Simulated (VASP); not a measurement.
# Si3S2 (P-3m1) in VASP: further runs

The runs below take Si3S2 through single point, relaxation of cell and atoms, with PBE.

All numbers are computed with VASP 6.6.1; they aren't measurements. Logs are shortened: lines on timing, memory, paths and dates and some standing lists are left out, and cuts for length are marked.

## (1) The cell of the first run

The structure is trigonal, space group P-3m1 (No. 164). Conventional cell: a = 4.250 Å, b = 4.250 Å, c = 5.494 Å, α = 90.00°, β = 90.00°, γ = 120.00°. Within 3.6 Å of Si (site symmetry -3m) lie 6 Si at 2.75 Å and 6 S at 3.13 Å. Within 3.0 Å of Si (site symmetry 3m) lie 4 S at 2.30 to 2.55 Å and 3 Si at 2.75 Å. S (site symmetry 3m) has 4 Si at 2.30 to 2.55 Å and 3 S at 2.93 Å within 3.0 Å.

## (2) Single point, PBE

Input file INCAR:

```
PREC = Accurate ; ENCUT = 520
EDIFF = 1E-7 ; ISMEAR = 0
SIGMA = 0.1 ; LREAL = False
LASPH = True ; NELM = 100
ALGO = Normal ; ISIF = 2
LWAVE = False ; LCHARG = False
GGA = PE ; NBANDS = 20
```

Input file KPOINTS:

```
regular mesh
0
Gamma
  9 9 8
```

Input file POSCAR:

```
Si3S2
1.0
    4.2498180597      0.0000000000      0.0000000000
   -2.1249090298      3.6804504012      0.0000000000
    0.0000000000      0.0000000000      5.4942882468
Si S
3 2
Direct
    0.0000000000      0.0000000000      0.0000000000
    0.3333333333      0.6666666667      0.7734223432
    0.6666666667      0.3333333333      0.2265776568
    0.3333333333      0.6666666667      0.3549318094
    0.6666666667      0.3333333333      0.6450681906
```

Potentials or basis: VASP PAW PBE potentials, release 64 (Si, S).

Started as:

```bash
$ cat potpaw_PBE.64/Si/POTCAR potpaw_PBE.64/S/POTCAR > POTCAR
$ mpirun -np 1 vasp_std > vasp.out
```

OUTCAR:

```text
PREC = Accurate
   ENCUT = 520
   EDIFF = 1E-7
   ISMEAR = 0
   LREAL = False
   LASPH = True
   NELM = 100
   ISIF = 2
   GGA = PE

 ion  position               nearest neighbor table
   1  0.000  0.000  0.000-   2 2.75   3 2.75   3 2.75   2 2.75   3 2.75   2 2.75
   2  0.333  0.667  0.773-   4 2.30   5 2.55   5 2.55   5 2.55   1 2.75   1 2.75   1 2.75
   3  0.667  0.333  0.227-   5 2.30   4 2.55   4 2.55   4 2.55   1 2.75   1 2.75   1 2.75
   4  0.333  0.667  0.355-   2 2.30   3 2.55   3 2.55   3 2.55
   5  0.667  0.333  0.645-   3 2.30   2 2.55   2 2.55   2 2.55

  LATTYP: Found a hexagonal cell.
 ALAT       =     4.2498180597
 C/A-ratio  =     1.2928290505

  Lattice vectors:

 A1 = (   4.2498180597,   0.0000000000,   0.0000000000)
 A2 = (  -2.1249090298,   3.6804504012,   0.0000000000)
 A3 = (   0.0000000000,   0.0000000000,   5.4942882468)

Analysis of symmetry for initial positions (statically):
=====================================================================
 Subroutine PRICEL returns:
 Original cell was already a primitive cell.

 Routine SETGRP: Setting up the symmetry group for a
 hexagonal supercell.

 Subroutine GETGRP returns: Found 12 space group operations
 (whereof 12 operations were pure point group operations)
 out of a pool of 24 trial point group operations.

The static configuration has the point symmetry D_3d.

Analysis of symmetry for dynamics (positions and initial velocities):
=====================================================================
 Subroutine PRICEL returns:
 Original cell was already a primitive cell.

 Routine SETGRP: Setting up the symmetry group for a
 hexagonal supercell.

 Subroutine GETGRP returns: Found 12 space group operations
 (whereof 12 operations were pure point group operations)
 out of a pool of 24 trial point group operations.

The dynamic configuration has the point symmetry D_3d.

 Subroutine INISYM returns: Found 12 space group operations
 (whereof 12 operations are pure point group operations),
 and found     1 'primitive' translations

----------------------------------------------------------------------------------------

                                     Primitive cell

  volume of cell :      85.9375

  direct lattice vectors                    reciprocal lattice vectors
     4.249818060  0.000000000  0.000000000     0.235304191  0.135852938  0.000000000
    -2.124909030  3.680450401  0.000000000     0.000000000  0.271705876  0.000000000
     0.000000000  0.000000000  5.494288247     0.000000000  0.000000000  0.182007196

  length of vectors
     4.249818060  4.249818060  5.494288247     0.271705876  0.271705876  0.182007196

  position of ions in fractional coordinates (direct lattice)
     0.000000000  0.000000000  0.000000000
     0.333333333  0.666666667  0.773422343
     0.666666667  0.333333333  0.226577657
     0.333333333  0.666666667  0.354931809
     0.666666667  0.333333333  0.645068191

  ion indices of the primitive-cell ions
   primitive index   ion index
                 1           1
                 2           2
                 3           3
                 4           4
                 5           5

----------------------------------------------------------------------------------------

 KPOINTS: regular mesh

Automatic generation of k-mesh.
 Grid dimensions read from file:
 generate k-points for:    9    9    8

 Generating k-lattice:

  Cartesian coordinates                     Fractional coordinates (reciprocal lattice)
     0.026144910  0.015094771  0.000000000     0.111111111  0.000000000  0.000000000
     0.000000000  0.030189542  0.000000000     0.000000000  0.111111111  0.000000000
     0.000000000  0.000000000  0.022750900     0.000000000  0.000000000  0.125000000

  Length of vectors
     0.030189542  0.030189542  0.022750900

  Shift w.r.t. Gamma in fractional coordinates (k-lattice)
     0.000000000  0.000000000  0.000000000

 Subroutine IBZKPT returns following result:
 ===========================================

 Found     81 irreducible k-points:

 Following reciprocal coordinates:
            Coordinates               Weight
  0.000000  0.000000  0.000000      1.000000
  0.111111  0.000000  0.000000      6.000000
  0.222222  0.000000  0.000000      6.000000
  0.333333  0.000000  0.000000      6.000000
  0.444444  0.000000  0.000000      6.000000
  0.111111  0.111111  0.000000      6.000000
[... 16 lines left out ...]
  0.222222  0.111111  0.125000     12.000000
 -0.111111  0.333333  0.125000     12.000000
 [... further k-points ...]
   k-points           NKPTS =     81   k-points in BZ     NKDIM =     81   number of bands    NBANDS=     20
   number of dos      NEDOS =    301   number of ions     NIONS =      5
   total plane-waves  NPLWV =  43008
   dimension x,y,z NGX =    32 NGY =   32 NGZ =   42
   dimension x,y,z NGXF=    64 NGYF=   64 NGZF=   84
   ions per type =               3   2
   NGX,Y,Z   is equivalent  to a cutoff of  12.52, 12.52, 12.71 a.u.
   NGXF,Y,Z  is equivalent  to a cutoff of  25.04, 25.04, 25.42 a.u.
 SYSTEM =  unknown system
   PREC   = accura    normal or accurate (medium, high low for compatibility)
   ISTART =      0    job   : 0-new  1-cont  2-samecut
   ICHARG =      2    charge: 1-file 2-atom 10-const
   ISPIN  =      1    spin polarized calculation?
   LNONCOLLINEAR =      F non collinear calculations
   LSORBIT =      F    spin-orbit coupling
   LASPH  =      T    aspherical Exc in radial PAW
   ENCUT  =  520.0 eV  38.22 Ry    6.18 a.u.   7.90  7.90 10.22*2*pi/ulx,y,z
   NELM   =    100;   NELMIN=  2; NELMDL= -5     # of ELM steps
   EDIFF  = 0.1E-06   stopping-criterion for ELM
   LREAL  =      F    real-space projection
   EDIFFG = 0.1E-05   stopping-criterion for IOM
   NSW    =      0    number of steps for IOM
   IBRION =     -1    ionic relax: 0-MD 1-quasi-New 2-CG
   NFREE  =      0    steps in history (QN), initial steepest desc. (CG)
   ISIF   =      2    stress and relaxation
   ISYM   =      2    0-nonsym 1-usesym 2-fastsym
   POTIM  = 0.5000    time-step for ionic-motion
   TEBEG  =    0.0;   TEEND  =   0.0 temperature during run
   PSTRESS=    0.0 pullay stress
   NELECT =      24.0000    total number of electrons
   NUPDOWN=      -1.0000    fix difference up-down
   EMIN   =  10.00;   EMAX   =-10.00  energy-range for DOS
   EFERMI =   0.00;   METHOD = LEGACY
   ISMEAR =     0;   SIGMA  =   0.10  broadening in eV -4-tet -1-fermi 0-gaus
   EFERMI_NEDOS =   21; number of points for ismear=-14 and -15
   IALGO  =     38    algorithm
   IMIX   =      4    mixing-type and parameters
     AMIX     =   0.40;   BMIX     =  1.00
     AMIX_MAG =   1.60;   BMIX_MAG =  1.00
  volume/ion in A,a.u.               =      17.19       115.99
  Fermi-wavevector in a.u.,A,eV,Ry     =   1.070083  2.022165 15.579741  1.145079
  Thomas-Fermi vector in A             =   2.205783
   LORBIT       =      0    0 simple, 1 ext, 2 COOP (PROOUT), +10 PAW based schemes
   GGA     = PE    functional components
   LHFCALC =     F    Hartree Fock is set to
   AEXX    =    0.0000 exact exchange contribution
   IVDW    =     0    specifies the selected vdW correction
   LEPSILON=     F    determine dielectric tensor
   LRPA    =     F    only Hartree local field effects (RPA)
 non-spin polarized calculation
 Gauss-broadening in eV      SIGMA  =   0.10
  energy-cutoff  :      520.00
  volume of cell :       85.94
 maximum number of plane-waves:      2352
   NGX = 15   NGY = 15   NGZ = 21

 number of electron      23.9999999 magnetization

 Free energy of the ion-electron system (eV)
  ---------------------------------------------------
  ext. energy  EPLUGINS =         0.00000000
  ---------------------------------------------------
  free energy    TOTEN  =       -22.44105395 eV

  energy without entropy =      -22.42865470  energy(sigma->0) =      -22.43485432

 E-fermi :   7.5391     XC(G=0): -10.3838

 val. band max:        7.5321126662   @ k =   0.3333   0.0000   0.3750
 cond. band min:       7.5471427281   @ k =   0.2222   0.1111   0.0000
 fundamental gap:      0.0150300618
 Fermi energy:         7.5391182638

 k-point     1 :       0.0000    0.0000    0.0000
  band No.  band energies     occupation
      1      -8.3530      2.00000
      2      -5.0823      2.00000
      3      -1.9467      2.00000
      4      -0.2253      2.00000
      5       2.2774      2.00000
      6       2.2774      2.00000
[... 12 lines left out ...]
     19      10.8599      0.00000
     20      11.5750      0.00000

 k-point     2 :       0.1111    0.0000    0.0000
  band No.  band energies     occupation
      1      -8.2611      2.00000
      2      -5.1031      2.00000
      3      -1.8550      2.00000
      4      -0.5650      2.00000
      5       2.0819      2.00000
      6       2.4972      2.00000
[... 12 lines left out ...]
     19      11.2817      0.00000
     20      12.0381      0.00000

 k-point     3 :       0.2222    0.0000    0.0000
  band No.  band energies     occupation
      1      -7.9947      2.00000
      2      -5.2156      2.00000
      3      -1.6273      2.00000
      4      -1.0609      2.00000
      5       1.7000      2.00000
      6       1.9132      2.00000
[... 12 lines left out ...]
     19      11.9527      0.00000
     20      13.0672      0.00000

 k-point     4 :       0.3333    0.0000    0.0000
  band No.  band energies     occupation
      1      -7.5901      2.00000
      2      -5.5095      2.00000
      3      -1.5924      2.00000
      4      -0.9336      2.00000
      5       1.0758      2.00000
      6       1.3702      2.00000
[... 12 lines left out ...]
     19      13.1790      0.00000
     20      14.1237      0.00000

 k-point     5 :       0.4444    0.0000    0.0000
  band No.  band energies     occupation
      1      -7.1744      2.00000
      2      -5.8980      2.00000
      3      -1.5911      2.00000
      4      -0.3547      2.00000
      5       0.3630      2.00000
      6       1.0370      2.00000
[... 12 lines left out ...]
     19      13.8958      0.00000
     20      14.1491      0.00000

 k-point     6 :       0.1111    0.1111    0.0000
  band No.  band energies     occupation
      1      -8.0816      2.00000
      2      -5.1700      2.00000
      3      -1.6840      2.00000
      4      -0.9625      2.00000
      5       1.5945      2.00000
      6       2.3613      2.00000
[... 12 lines left out ...]
     19      11.8415      0.00000
     20      12.6820      0.00000

 k-point     7 :       0.2222    0.1111    0.0000
  band No.  band energies     occupation
      1      -7.7422      2.00000
      2      -5.3801      2.00000
      3      -1.4811      2.00000
      4      -1.1791      2.00000
      5       1.0765      2.00000
      6       1.4833      2.00000
[... 12 lines left out ...]
     19      12.6935      0.00000
     20      13.7650      0.00000
[... 277 lines left out ...]
 k-point    20 :       0.4444    0.0000    0.1250
  band No.  band energies     occupation
      1      -7.1496      2.00000
      2      -5.9012      2.00000
      3      -1.5456      2.00000
      4      -1.0556      2.00000
      5       0.7130      2.00000
      6       1.2391      2.00000
[... 12 lines left out ...]
     19      13.6291      0.00000
     20      13.7398      0.00000

 k-point    21 :       0.0000    0.4444    0.1250
  band No.  band energies     occupation
      1      -7.1538      2.00000
      2      -5.8864      2.00000
      3      -1.9210      2.00000
      4      -0.3065      2.00000
      5       0.4804      2.00000
      6       1.2410      2.00000
[... 12 lines left out ...]
     19      13.9526      0.00000
     20      14.0753      0.00000

 k-point    22 :       0.1111    0.1111    0.1250
  band No.  band energies     occupation
      1      -8.0489      2.00000
      2      -5.2534      2.00000
      3      -1.9696      2.00000
      4      -0.4640      2.00000
      5       1.6519      2.00000
      6       2.1749      2.00000
[... 12 lines left out ...]
     19      12.5609      0.00000
     20      12.8889      0.00000

 k-point    23 :       0.2222    0.1111    0.1250
  band No.  band energies     occupation
      1      -7.7117      2.00000
      2      -5.4247      2.00000
      3      -1.8635      2.00000
      4      -0.7848      2.00000
      5       1.1755      2.00000
      6       1.3384      2.00000
[... 12 lines left out ...]
     19      13.1574      0.00000
     20      13.9545      0.00000

 k-point    24 :      -0.1111    0.3333    0.1250
  band No.  band energies     occupation
      1      -7.7131      2.00000
      2      -5.4118      2.00000
      3      -2.0671      2.00000
      4      -0.3897      2.00000
      5       1.1720      2.00000
      6       1.2330      2.00000
[... 12 lines left out ...]
     19      13.2735      0.00000
     20      13.5615      0.00000

 [... further k-points ...]

------------------------ aborting loop because EDIFF is reached ----------------------------------------

  FORCE on cell =-STRESS in cart. coord.  units (eV):
  Direction    XX          YY          ZZ          XY          YZ          ZX
  --------------------------------------------------------------------------------------
  -------------------------------------------------------------------------------------
  Total       -0.0056083     -0.0056083     -0.0840979     -0.0000000      0.0000000      0.0000000
  in kB       -0.1045591     -0.1045591     -1.5678814     -0.0000000      0.0000000      0.0000000
  external PRESSURE =      -0.5923332 kB  Pullay stress =       0.0000000 kB

 VOLUME and BASIS-vectors are now :
 -----------------------------------------------------------------------------
  energy-cutoff  :      520.00
  volume of cell :       85.94
      direct lattice vectors                 reciprocal lattice vectors
     4.249818060  0.000000000  0.000000000     0.235304191  0.135852938  0.000000000
    -2.124909030  3.680450401  0.000000000     0.000000000  0.271705876  0.000000000
     0.000000000  0.000000000  5.494288247     0.000000000  0.000000000  0.182007196

 POSITION                                       TOTAL-FORCE (eV/Angst)
 -----------------------------------------------------------------------------------
      0.00000      0.00000      0.00000         0.000000      0.000000      0.000000
     -0.00000      2.45363      4.24941         0.000000     -0.000000     -0.021483
      2.12491      1.22682      1.24488        -0.000000      0.000000      0.021483
     -0.00000      2.45363      1.95010         0.000000     -0.000000      0.025492
      2.12491      1.22682      3.54419        -0.000000      0.000000     -0.025492
 -----------------------------------------------------------------------------------
    total drift:                               -0.000000      0.000000     -0.000000

  FREE ENERGIE OF THE ION-ELECTRON SYSTEM (eV)
  ---------------------------------------------------
  free  energy   TOTEN  =       -22.4410539536 eV

  energy  without entropy=      -22.4286546964  energy(sigma->0) =      -22.43485432
```

Wall time 84 s (1 thread of Intel Xeon Platinum 8259CL at 2.50GHz (Skylake/Cascade Lake), shared host); peak memory 0.26 GiB.

What came out:

```
Free energy            : -22.4411 eV
Pressure               : -0.1 GPa
Largest force          : 0.025 eV/Å
Band gap on the k mesh : zero (bands 12 and 13 overlap by 2.13 eV)
```

Forces on the atoms (eV/Å):
```
Si   0.000  0.000  0.000
Si   0.000  0.000 -0.021
Si   0.000  0.000  0.021
S    0.000  0.000  0.025
S    0.000  0.000 -0.025
```

Levels at points of the mesh, in eV from the Fermi level:
```
           k point  band 8  band 9  band 10  band 11  band 12  band 13  band 14  band 15  band 16  band 17
(0.00, 0.00, 0.00)   -2.87   -2.87    -1.41    -1.41    -1.22    -0.84     1.27     1.27     1.96     3.23
(0.00, 0.00, 0.50)   -4.21   -3.12    -3.12    -1.40    -1.40    -0.37    -0.37     0.37     1.89     2.34
```

[end of part 1 of 2]

The gap in the log of VASP goes by the Fermi energy; the results here count the filled bands.